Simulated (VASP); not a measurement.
Input of a VASP 6.6.1 run:

POSCAR

```
TaSi2
1.0
    0.0000000000      3.4414797626      3.4414797626
    3.4414797626      0.0000000000      3.4414797626
    3.4414797626      3.4414797626      0.0000000000
Ta Si
2 4
Direct
    0.5000000000      0.5000000000      0.5000000000
    0.7500000000      0.7500000000      0.7500000000
    0.1250000000      0.1250000000      0.1250000000
    0.6250000000      0.1250000000      0.1250000000
    0.1250000000      0.1250000000      0.6250000000
    0.1250000000      0.6250000000      0.1250000000
```

The input INCAR.step1:

```
PREC = Accurate ; ENCUT = 520
ISMEAR = 0 ; SIGMA = 0.1
LREAL = F ; LASPH = T
NELM = 100 ; NBANDS = 28
GGA = PE ; ALGO = Normal
EDIFF = 1E-4 ; LWAVE = T
LCHARG = F
```

File INCAR.step2:

```
PREC = Accurate ; ENCUT = 520
EDIFF = 1E-6 ; ISMEAR = 0
SIGMA = 0.1 ; LREAL = F
LASPH = T ; NELM = 100
ALGO = Normal ; ISIF = 2
LWAVE = F ; LCHARG = F
METAGGA = R2SCAN ; LMIXTAU = T
NBANDS = 28 ; ISTART = 1
```

The input KPOINTS:

```
regular mesh
0
Gamma
  6 6 6
```

Potentials or basis: VASP PAW PBE potentials, release 64 (Ta_pv, Si).

The run is started by

```bash
$ cat potpaw_PBE.64/Ta_pv/POTCAR potpaw_PBE.64/Si/POTCAR > POTCAR
$ cp INCAR.step1 INCAR
$ mpirun -np 1 vasp_std > vasp.out
$ cp INCAR.step2 INCAR
$ mpirun -np 1 vasp_std > vasp.out
```

**Question.** Predict the pressure.

**Answer.** 0.0 GPa.

**Question.** Estimate the band gap on the k mesh.

**Answer.** Zero (band 19 reaches 11.18 eV, above the bottom of band 20 at 8.72 eV).

Caveat: the PAW data sets were made with another functional, which shifts forces and pressure a little; spin-orbit coupling is left out, which moves the levels of the heavy elements.
